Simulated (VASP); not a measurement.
Write the native input for VASP 6.6.1 that does the following.

| Property | Result |
| --- | --- |
| Task | single point |
| Functional | PBEsol |
| Potentials or basis | VASP PAW PBE potentials, release 64 (Co, Si) |
| Cutoff | 520 eV |
| k mesh | 12 × 12 × 12 |
| Occupations | gaussian, width 0.15 eV |
| Spin | no spin polarisation |
| Dipole correction | no |
| Further INCAR settings | ALGO = Normal; EDIFF = 1e-06; NBANDS = 16 |

The structure of CoSi2 lies in POSCAR:

```
CoSi2
1.0
    0.0000000000      2.6562539721      2.6562539721
    2.6562539721      0.0000000000      2.6562539721
    2.6562539721      2.6562539721      0.0000000000
Co Si
1 2
Direct
    0.0084001980     -0.0424907379      0.0226367889
    0.2457999010      0.2712453689      0.2386816055
    0.7457999010      0.7712453689      0.7386816055
```

This cell differs from its parent crystal: all Si atoms moved 0.2 Å in one direction.

The input as run:

INCAR

```
ALGO     = Normal         # electronic algorithm
EDIFF    = 1E-6           # SCF threshold, eV
ENCUT    = 520            # plane-wave cutoff, eV
GGA      = PS             # functional
ISIF     = 2              # what is computed and relaxed
ISMEAR   = 0              # smearing method
LASPH    = T              # aspherical terms in the spheres
LCHARG   = F              # write CHGCAR
LREAL    = F              # projectors in reciprocal space
LWAVE    = F              # write WAVECAR
NBANDS   = 16             # bands
NELM     = 60             # most SCF steps
PREC     = Accurate       # precision mode
SIGMA    = 0.15           # smearing width, eV
```

KPOINTS

```
k-points
0
Gamma
  12 12 12
```

Potentials or basis: VASP PAW PBE potentials, release 64 (Co, Si).

Launch:

```sh
$ cat potpaw_PBE.64/Co/POTCAR potpaw_PBE.64/Si/POTCAR > POTCAR
$ mpirun -np 1 vasp_std > vasp.out
```

It gave:

```yaml
Pressure: 3.6 GPa
Largest_force: 2.718 eV/Å
Band_gap_on_the_k_mesh: zero (an odd number of electrons rules out a gap without spin polarisation)
```

Caveat: the cell differs from its parent crystal (all Si atoms moved 0.2 Å in one direction); the cell stands under pressure; the PAW data sets were made with another functional, which shifts forces and pressure a little; an odd number of electrons without spin polarisation forces a metal; a magnetic or distorted state may lie lower.

Wall time 12 min on 1 thread of Intel Xeon 8259CL, with other jobs on the host, peak memory 0.58 GiB.
